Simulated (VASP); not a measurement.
Here is a VASP 6.6.1 calculation.

The input INCAR:

```
  PREC = Accurate
  ENCUT = 520
  EDIFF = 1E-6
  ISMEAR = 0
  SIGMA = 0.15
  LREAL = False
  LASPH = True
  NELM = 100
  ALGO = Normal
  ISIF = 2
  LWAVE = False
  LCHARG = True
  GGA = PE
  LELF = True
  LVHAR = True
  NBANDS = 12
```

The input KPOINTS:

```
regular mesh
0
Gamma
  10 10 10
```

Contents of POSCAR:

```
Ag
1.0
    0.0000000000      2.0431000000      2.0737465000
    2.0431000000      0.0000000000      2.0737465000
    2.0431000000      2.0431000000      0.0000000000
Ag
1
Direct
    0.0000000000      0.0000000000      0.0000000000
```

Potentials or basis: VASP PAW PBE potentials, release 64 (Ag).

Run with:

```sh
$ cat potpaw_PBE.64/Ag/POTCAR > POTCAR
$ mpirun -np 1 vasp_std > vasp.out
```

Predict the pressure.

3.1 GPa.

Stress tensor (GPa, compression positive):
```
3.25 0.00 0.00
0.00 3.25 0.00
0.00 0.00 2.87
```

Caveat: the cell differs from its parent crystal (strain +0.000 along x and y, +0.015 along z).
